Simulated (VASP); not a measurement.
**FeSi: single point with PBE**

Crystal: FeSi.

```
Fe Si
1.0
     4.44766    0.00000    0.00000
     0.00000    4.44766    0.00000
     0.00000    0.00000    4.44766
Fe Si
4 4
Direct
  0.86398 0.63602 0.36398
  0.63602 0.36398 0.86398
  0.36398 0.86398 0.63602
  0.13602 0.13602 0.13602
  0.15927 0.34073 0.65927
  0.34073 0.65927 0.15927
  0.65927 0.15927 0.34073
  0.84073 0.84073 0.84073
```

```json
{
  "Program": "VASP 6.6.1",
  "Task": "single point",
  "Functional": "PBE",
  "Potentials or basis": "VASP PAW PBE potentials, release 64 (Fe, Si)",
  "Cutoff": "600 eV",
  "k mesh": "6 × 6 × 6",
  "Occupations": "gaussian, width 0.01 eV",
  "Spin": "no spin polarisation",
  "Dipole correction": "no",
  "Further INCAR settings": "ALGO = Normal; EDIFF = 1e-06; NBANDS = 34"
}
```

* Pressure: 0.2 GPa
* Largest force: 0.034 eV/Å
* Band gap on the k mesh: 0.17 eV, indirect (the least direct gap lies 1.8 meV higher)

Forces on the atoms (eV/Å):
```
Fe  -0.020  0.020 -0.020
Fe   0.020 -0.020 -0.020
Fe  -0.020 -0.020  0.020
Fe   0.020  0.020  0.020
Si  -0.001  0.001 -0.001
Si   0.001 -0.001 -0.001
Si  -0.001 -0.001  0.001
Si   0.001  0.001  0.001
```

Levels at points of the mesh, in eV from the valence-band top:
```csv
k point,band 22,band 23,band 24,band 25,band 26,band 27
"(0.00, 0.00, 0.00)",-0.28,-0.03,-0.03,0.67,0.67,0.67
"(0.50, 0.00, 0.00)",-0.37,0.00,0.00,0.21,0.21,1.73
"(0.50, 0.50, 0.00)",-1.00,-0.35,-0.35,0.65,0.65,1.31
"(0.50, 0.50, 0.50)",-0.66,-0.66,-0.66,0.51,0.51,0.51
```

It took 66 s on 1 thread of Intel(R) Xeon(R) Platinum 8488C (Sapphire Rapids), with other jobs on the host, peak memory 0.23 GiB.

A k mesh can miss the band edges. Spin polarisation is off, so any magnetic state and its effect on volume and gap are missing.
